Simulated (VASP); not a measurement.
Runs of VASP 6.6.1 on NaY3. The structure is that of space group I4/mmm (No. 139), or close to it. The cells are those of the table. 

```tsv
cell	further INCAR settings	gap on the mesh (eV)	pressure (GPa)
a = 6.535 Å, angles 135.9, 135.9, 64.1°, 4 atoms	ALGO = Fast; EDIFF = 1e-06; NBANDS = 28	none	-0.8
a = 6.404 Å, angles 135.9, 135.9, 64.1°, 4 atoms	ALGO = Fast; EDIFF = 1e-06; NBANDS = 28	none	(b)
a = 6.619 Å, angles 135.9, 135.9, 64.1°, 4 atoms	ALGO = Fast; EDIFF = 1e-06; NBANDS = 28	none	-1.7
a = 6.448 Å, angles 135.9, 135.9, 64.1°, 4 atoms	ALGO = Fast; EDIFF = 1e-06; NBANDS = 28	none	0.4
a = 6.492 Å, angles 135.9, 135.9, 64.1°, 4 atoms	ALGO = Fast; EDIFF = 1e-06; NBANDS = 28	none	(a)
a = 6.360 Å, angles 135.9, 135.9, 64.1°, 4 atoms	ALGO = Fast; EDIFF = 1e-07; NBANDS = 28	none	1.8
a = 6.577 Å, angles 135.9, 135.9, 64.1°, 4 atoms	ALGO = Fast; EDIFF = 1e-07; NBANDS = 28	none	-1.3
```

Alike in all rows: task single point; level PBE; potentials or basis VASP PAW PBE potentials, release 64 (Y_sv, Na_pv); no spin polarisation; k mesh 8 × 8 × 8; cutoff (eV) 520; smearing fermi-dirac 0.05 eV.

**Question.** Fill in the values left out.

**Answer.** (a) -0.2; (b) 1.1.

A k mesh can miss the band edges, and the runs leave out spin-orbit coupling on Y.

A gap of «none» marks levels without a gap at the run's occupations.
